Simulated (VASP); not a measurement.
Write the native input for VASP 6.6.1 that does the following.

| Property | Result |
| --- | --- |
| Task | single point |
| Functional | r2SCAN |
| Potentials or basis | VASP PAW PBE potentials, release 64 (Hg, Te) |
| Cutoff | 520 eV |
| k mesh | 10 × 10 × 10 |
| Occupations | fermi-dirac, width 0.05 eV |
| Spin | no spin polarisation |
| Dipole correction | no |
| Further INCAR settings | ALGO = Normal; EDIFF = 1e-07; NBANDS = 16 |

The system is HgTe.

```
Hg Te
1.0
    -3.10534    3.10534    1.58999
     3.10534   -3.10534    1.58999
     3.10534    3.10534   -1.58999
Hg Te
1 1
Direct
  0.75000 0.25000 0.50000
  0.00000 0.00000 0.00000
```

The input as run:

POSCAR

```
HgTe
1.0
   -3.1053358708      3.1053358708      1.5899944314
    3.1053358708     -3.1053358708      1.5899944314
    3.1053358708      3.1053358708     -1.5899944314
Hg Te
1 1
Direct
    0.7500000000      0.2500000000      0.5000000000
    0.0000000000      0.0000000000      0.0000000000
```

INCAR.step1

```
SYSTEM = HgTe
PREC = Accurate
ENCUT = 520
ISMEAR = -1
SIGMA = 0.05
LREAL = .False.
LASPH = .True.
NELM = 100
NBANDS = 16
GGA = PE
ALGO = Normal
EDIFF = 1E-4
LWAVE = .True.
LCHARG = .False.
```

INCAR.step2

```
SYSTEM = HgTe
PREC = Accurate
ENCUT = 520
EDIFF = 1E-7
ISMEAR = -1
SIGMA = 0.05
LREAL = .False.
LASPH = .True.
NELM = 100
ALGO = Normal
ISIF = 2
LWAVE = .False.
LCHARG = .False.
METAGGA = R2SCAN
LMIXTAU = .True.
NBANDS = 16
ISTART = 1
```

KPOINTS

```
regular mesh
0
Gamma
  10 10 10
  0 0 0
```

Potentials or basis: VASP PAW PBE potentials, release 64 (Hg, Te).

The run is started by

```sh
$ cat potpaw_PBE.64/Hg/POTCAR potpaw_PBE.64/Te/POTCAR > POTCAR
$ cp INCAR.step1 INCAR
$ mpirun -np 1 vasp_std > vasp.out
$ cp INCAR.step2 INCAR
$ mpirun -np 1 vasp_std > vasp.out
```

Results of the run:

The pressure is -3.1 GPa and the band gap on the k mesh is zero (band 9 reaches 5.06 eV, above the bottom of band 10 at 1.89 eV).

Caveat: the PAW data sets were made with another functional, which shifts forces and pressure a little; spin-orbit coupling is left out, which moves the levels of the heavy elements.

It took 6.6 min on 1 thread of Intel(R) Xeon(R) Platinum 8259CL CPU @ 2.50GHz (Skylake/Cascade Lake) (shared host), peak memory 0.28 GiB.
